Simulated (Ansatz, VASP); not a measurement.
**Pt: VASP beside Ansatz**

```
Pt
1.0
     4.94280    0.00000    0.00000
     0.00000    4.94280    0.00000
     0.00000    0.00000    4.94280
Pt
8
Direct
  0.00000 0.00000 0.00000
  0.50000 0.50000 0.50000
  0.25000 0.00000 0.50000
  0.75000 0.00000 0.50000
  0.50000 0.25000 0.00000
  0.50000 0.75000 0.00000
  0.00000 0.50000 0.25000
  0.00000 0.50000 0.75000
```

Alike in both runs: task relaxation of cell and atoms; functional PBE; k mesh 5 × 5 × 5; occupations fermi-dirac, width 0.1 eV; no spin polarisation.

|  | VASP | Ansatz |
| --- | --- | --- |
| version | VASP 6.6.1 | Ansatz 0.2.0 |
| potentials or method | VASP PAW PBE potentials, release 64 (Pt), cutoff 600 eV | plane waves (420 eV) with PAW, scalar-relativistic |
| valence electrons in the cell | 80 | 144 |

|  | VASP | Ansatz | Ansatz less VASP |
| --- | --- | --- | --- |
| relaxed volume (Å³/atom) | 16.22 | 16.26 | +0.036 |
| relaxed length of the cell vector where the two differ most in proportion (Å) | 5.063 | 5.066 | +0.0037 |

VASP's potentials hold 80 valence electrons a cell and Ansatz's 144, so a difference there can come from the potentials and not from the codes.

Neither program's run includes spin-orbit coupling.
